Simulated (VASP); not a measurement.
A run of VASP 6.6.1:

INCAR

```
SYSTEM = Ta
  ALGO = Normal
  EDIFF = 1E-7
  ENCUT = 520
  GGA = PE
  ISIF = 2
  ISMEAR = 0
  LASPH = .True.
  LCHARG = .False.
  LREAL = .False.
  LWAVE = .False.
  NBANDS = 18
  NELM = 60
  PREC = Accurate
  SIGMA = 0.05
```

The input KPOINTS:

```
k-points
0
Gamma
  9 9 5
  0 0 0
```

Contents of POSCAR:

```
Ta
1.0
    2.8851797454      0.0000000000      0.0000000000
   -1.4425898727      2.4986389540      0.0000000000
    0.0000000000      0.0000000000      5.2029872997
Ta
2
Direct
    0.3333333333      0.6666666667      0.2500000000
    0.6666666667      0.3333333333      0.7500000000
```

Potentials or basis: VASP PAW PBE potentials, release 64 (Ta_pv).

The run is started by

```bash
$ cat potpaw_PBE.64/Ta_pv/POTCAR > POTCAR
$ mpirun -np 1 vasp_std > vasp.out
```

Hardware: 1 thread of Intel Xeon 8259CL (shared host).

**Question.** How long does it take, and how much memory?

**Answer.** Wall time 40 s on 1 thread of Intel Xeon 8259CL, with other jobs on the host, peak memory 0.16 GiB. Counts: scf iterations 14, k points 36.
